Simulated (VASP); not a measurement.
Here is a VASP 6.6.1 calculation.

Contents of INCAR:

```
SYSTEM = HfTi3O8
PREC     = Accurate       ! precision mode
ENCUT    = 520            ! plane-wave cutoff, eV
EDIFF    = 1E-6           ! SCF threshold, eV
ISMEAR   = 0              ! smearing method
SIGMA    = 0.01           ! smearing width, eV
LREAL    = .FALSE.        ! projectors in reciprocal space
LASPH    = .TRUE.         ! aspherical terms in the spheres
NELM     = 150            ! most SCF steps
ALGO     = Normal         ! electronic algorithm
ISIF     = 2              ! what is computed and relaxed
LWAVE    = .FALSE.        ! write WAVECAR
LCHARG   = .TRUE.         ! write CHGCAR
MAGMOM   = 0 0 0 0 0 0 0 0 0 0 0 0 0 0 0 0 0 0 0 0 0 0 0 0 0 0 0 0 0 0 0 0 0 0 0 0 ! initial moments
LORBIT   = 11             ! projections on sites
LSORBIT  = .TRUE.         ! spin-orbit coupling
GGA_COMPAT= .FALSE.      
LORBMOM  = .TRUE.       
LMAXMIX  = 4              ! l up to which the mixer works
GGA      = PE             ! functional
LVHAR    = .TRUE.       
NBANDS   = 116            ! bands
KPAR     = 8
```

File KPOINTS:

```
regular mesh
0
G
  6 6 4
  0 0 0
```

File POSCAR:

```
HfTi3O8
1.0
    3.3033061213     -3.2798872153      0.0000000000
    3.3033061213      3.2798872153      0.0000000000
    0.0000000000      0.0000000000      6.0534612629
Ti O Hf
3 8 1
Direct
    0.5000000000      0.5000000000      0.0000000000
    0.0000000000      0.0000000000      0.7553700239
    0.0000000000      0.0000000000      0.2446299761
    0.1946327053      0.1946327053      0.0000000000
    0.8053672947      0.8053672947      0.0000000000
    0.6998449041      0.3001550959      0.7634434712
    0.3001550959      0.6998449041      0.7634434712
    0.1867176041      0.1867176041      0.5000000000
    0.8132823959      0.8132823959      0.5000000000
    0.6998449041      0.3001550959      0.2365565288
    0.3001550959      0.6998449041      0.2365565288
    0.5000000000      0.5000000000      0.5000000000
```

Potentials or basis: VASP PAW PBE potentials, release 64 (Ti_sv, O, Hf_pv).

Run with:

```console
$ cat potpaw_PBE.64/Ti_sv/POTCAR potpaw_PBE.64/O/POTCAR potpaw_PBE.64/Hf_pv/POTCAR > POTCAR
$ mpirun -np 8 vasp_ncl > vasp.out
```

Task: Predict the pressure.

Result: 4.9 GPa.

Task: Predict the largest force.

Result: 0.195 eV/Å.

Moments on the atoms (μB; x, y, z):
```
Ti  0.00 0.00 0.00
Ti  0.00 0.00 0.00
Ti  0.00 0.00 0.00
O   0.00 0.00 0.00
O   0.00 0.00 0.00
O   0.00 0.00 0.00
O   0.00 0.00 0.00
O   0.00 0.00 0.00
O   0.00 0.00 0.00
O   0.00 0.00 0.00
O   0.00 0.00 0.00
Hf  0.00 0.00 0.00
```

Caveat: the cell stands under pressure.
